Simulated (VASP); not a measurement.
# Ag (P2_1/m) in VASP: a series of runs, part 2 of 2

VASP 6.6.1. Earlier steps stand in the parts before.

### 3 Single point, PBEsol (atom 1 (Ag) moved by (-0.300, +0.600) A along x and y)

Input file INCAR:

```
SYSTEM = Ag
PREC = Accurate
ENCUT = 520
EDIFF = 1E-6
ISMEAR = 0
SIGMA = 0.15
LREAL = .FALSE.
LASPH = .TRUE.
NELM = 60
ALGO = Fast
ISIF = 2
LWAVE = .FALSE.
LCHARG = .TRUE.
GGA = PS
LELF = .TRUE.
LVHAR = .TRUE.
NBANDS = 18
```

Input file KPOINTS:

```
regular mesh
0
G
  18 18 10
  0 0 0
```

Input file POSCAR:

```
Ag
1.0
    2.9299980804      0.0000000000      0.0000000000
   -1.4649990402      2.5374527707      0.0000000000
    0.0000000000      0.0000000000      4.7900000000
Ag
2
Direct
    0.3491729893      0.9031242697      0.2500000000
    0.6666666667      0.3333333333      0.7500000000
```

Potentials or basis: VASP PAW PBE potentials, release 64 (Ag).

Started as:

```
cat potpaw_PBE.64/Ag/POTCAR > POTCAR
mpirun -np 1 vasp_std > vasp.out
```

OUTCAR:

```text
SYSTEM = Ag
   PREC = Accurate
   ENCUT = 520
   EDIFF = 1E-6
   ISMEAR = 0
   LREAL = .FALSE.
   LASPH = .TRUE.
   NELM = 60
   ISIF = 2
   GGA = PS

 ion  position               nearest neighbor table
   1  0.349  0.903  0.250-   2 2.65   2 2.65   2 3.03   2 3.03   2 3.31   2 3.31
   2  0.667  0.333  0.750-   1 2.65   1 2.65   1 3.03   1 3.03   1 3.31   1 3.31

  LATTYP: Found a hexagonal cell.
 ALAT       =     2.9299980804
 C/A-ratio  =     1.6348133577

  Lattice vectors:

 A1 = (   2.9299980804,   0.0000000000,   0.0000000000)
 A2 = (  -1.4649990402,   2.5374527707,   0.0000000000)
 A3 = (   0.0000000000,   0.0000000000,   4.7900000000)

Analysis of symmetry for initial positions (statically):
=====================================================================
 Subroutine PRICEL returns:
 Original cell was already a primitive cell.

 Routine SETGRP: Setting up the symmetry group for a
 hexagonal supercell.

 Subroutine GETGRP returns: Found  4 space group operations
 (whereof  1 operations were pure point group operations)
 out of a pool of 24 trial point group operations.

The static configuration has the point symmetry C_1 .
 The point group associated with its full space group is C_2h.

Analysis of symmetry for dynamics (positions and initial velocities):
=====================================================================
 Subroutine PRICEL returns:
 Original cell was already a primitive cell.

 Routine SETGRP: Setting up the symmetry group for a
 hexagonal supercell.

 Subroutine GETGRP returns: Found  4 space group operations
 (whereof  1 operations were pure point group operations)
 out of a pool of 24 trial point group operations.

The dynamic configuration has the point symmetry C_1 .
 The point group associated with its full space group is C_2h.

 Subroutine INISYM returns: Found  4 space group operations
 (whereof  1 operations are pure point group operations),
 and found     1 'primitive' translations

[... 115 lines left out ...]
  volume/ion in A,a.u.               =      17.81       120.16
  Fermi-wavevector in a.u.,A,eV,Ry     =   1.394276  2.634800 26.449806  1.944006
  Thomas-Fermi vector in A             =   2.517841
   LORBIT       =      0    0 simple, 1 ext, 2 COOP (PROOUT), +10 PAW based schemes
   GGA     = PS    functional components
   LHFCALC =     F    Hartree Fock is set to
   AEXX    =    0.0000 exact exchange contribution
   IVDW    =     0    specifies the selected vdW correction
   LEPSILON=     F    determine dielectric tensor
   LRPA    =     F    only Hartree local field effects (RPA)
 non-spin polarized calculation
 RMM-DIIS sequential band-by-band and
 Gauss-broadening in eV      SIGMA  =   0.15
  energy-cutoff  :      520.00
  volume of cell :       35.61
 maximum number of plane-waves:       990
 NGX is ok and might be reduce to    24
   NGX = 11   NGY = 11   NGZ = 17

 number of electron      21.9999999 magnetization

 Free energy of the ion-electron system (eV)
  ---------------------------------------------------
  ext. energy  EPLUGINS =         0.00000000
  ---------------------------------------------------
  free energy    TOTEN  =        -6.38154551 eV

  energy without entropy =       -6.37474316  energy(sigma->0) =       -6.37814433

 E-fermi :   7.6221     XC(G=0): -12.1389

 val. band max:        7.6155264179   @ k =  -0.2222   0.2222   0.2000
 cond. band min:       7.6279099024   @ k =   0.5000   0.2778   0.3000
 fundamental gap:      0.0123834844
 Fermi energy:         7.6220655270

 k-point     1 :       0.0000    0.0000    0.0000
  band No.  band energies     occupation
      1       0.1372      2.00000
      2       1.6214      2.00000
      3       2.3857      2.00000
      4       3.0728      2.00000
      5       3.2798      2.00000
      6       3.3261      2.00000
[... 481 lines left out ...]
      5       2.8039      2.00000
      6       3.2313      2.00000
[... 10 lines left out ...]
     17      18.6160      0.00000
     18      22.8651      0.00000

 [... further k-points ...]

------------------------ aborting loop because EDIFF is reached ----------------------------------------

  FORCE on cell =-STRESS in cart. coord.  units (eV):
  Direction    XX          YY          ZZ          XY          YZ          ZX
  --------------------------------------------------------------------------------------
  -------------------------------------------------------------------------------------
  Total       -1.8578877     -1.1207776      0.6291201      0.3129595      0.0000000      0.0000000
  in kB      -83.5851682    -50.4230616     28.3037081     14.0798458      0.0000000      0.0000000
  external PRESSURE =     -35.2348406 kB  Pullay stress =       0.0000000 kB

 VOLUME and BASIS-vectors are now :
 -----------------------------------------------------------------------------
  energy-cutoff  :      520.00
  volume of cell :       35.61
      direct lattice vectors                 reciprocal lattice vectors
     2.929998080  0.000000000  0.000000000     0.341297152  0.197048003  0.000000000
    -1.464999040  2.537452771  0.000000000     0.000000000  0.394096005  0.000000000
     0.000000000  0.000000000  4.790000000     0.000000000  0.000000000  0.208768267

 POSITION                                       TOTAL-FORCE (eV/Angst)
 -----------------------------------------------------------------------------------
     -0.30000      2.29164      1.19750        -0.147634     -0.639238      0.000000
      1.46500      0.84582      3.59250         0.147634      0.639238     -0.000000
 -----------------------------------------------------------------------------------
    total drift:                               -0.000002      0.000000     -0.000000

  FREE ENERGIE OF THE ION-ELECTRON SYSTEM (eV)
  ---------------------------------------------------
  free  energy   TOTEN  =        -6.3815455050 eV

  energy  without entropy=       -6.3747431564  energy(sigma->0) =       -6.37814433
```

stdout:

```text
POSCAR found type information on POSCAR Ag
 POSCAR found :  1 types and       2 ions
 scaLAPACK will be used
 -----------------------------------------------------------------------------
|                                                                             |
|                                                                             |
|     You enforced a specific xc type in the INCAR file but a different       |
|     I HOPE YOU KNOW WHAT YOU ARE DOING!                                     |
|                                                                             |
 -----------------------------------------------------------------------------

 LDA part: xc-table for (Slater+PW92), standard interpolation
 POSCAR, INCAR and KPOINTS ok, starting setup
 FFT: planning ... GRIDC
 FFT: planning ... GRID_SOFT
 FFT: planning ... GRID
 WAVECAR not read
 entering main loop
```

It took 9.2 min on 1 thread of Oxide Virtual Turin-like, shared host; peak memory 0.55 GiB.

What came out:

* Free energy: -6.3815 eV
* Pressure: -3.5 GPa
* Largest force: 0.656 eV/Å
* Band gap on the k mesh: zero (bands 11 and 12 overlap by 7.16 eV)

Forces on the atoms (eV/Å):
```
Ag  -0.148 -0.639  0.000
Ag   0.148  0.639  0.000
```

Levels at points of the mesh, in eV from the Fermi level:
```tsv
k point	band 9	band 10	band 11	band 12	band 13	band 14
(0.00, 0.00, 0.00)	-3.79	-3.17	-2.83	-0.29	3.48	15.43
(0.50, 0.00, 0.00)	-2.82	-2.79	0.07	1.55	6.51	6.87
(0.00, 0.50, 0.00)	-2.92	-2.74	0.49	1.14	7.21	7.95
(0.50, 0.50, 0.00)	-2.76	-2.69	-0.68	2.17	5.37	5.54
(0.00, 0.00, 0.50)	-3.35	-3.35	-3.25	-3.25	10.78	10.78
(0.50, 0.00, 0.50)	-2.75	-2.75	0.85	0.85	4.28	4.28
(0.00, 0.50, 0.50)	-2.62	-2.62	0.52	0.52	4.61	4.61
(0.50, 0.50, 0.50)	-2.82	-2.82	1.82	1.82	3.29	3.29
```

Caveat: the cell differs from its parent crystal (atom 1 (Ag) moved by (-0.300, +0.600) A along x and y); the stress differs along the axes, from -8 to 3 GPa; the PAW data sets were made with another functional, which shifts forces and pressure a little.
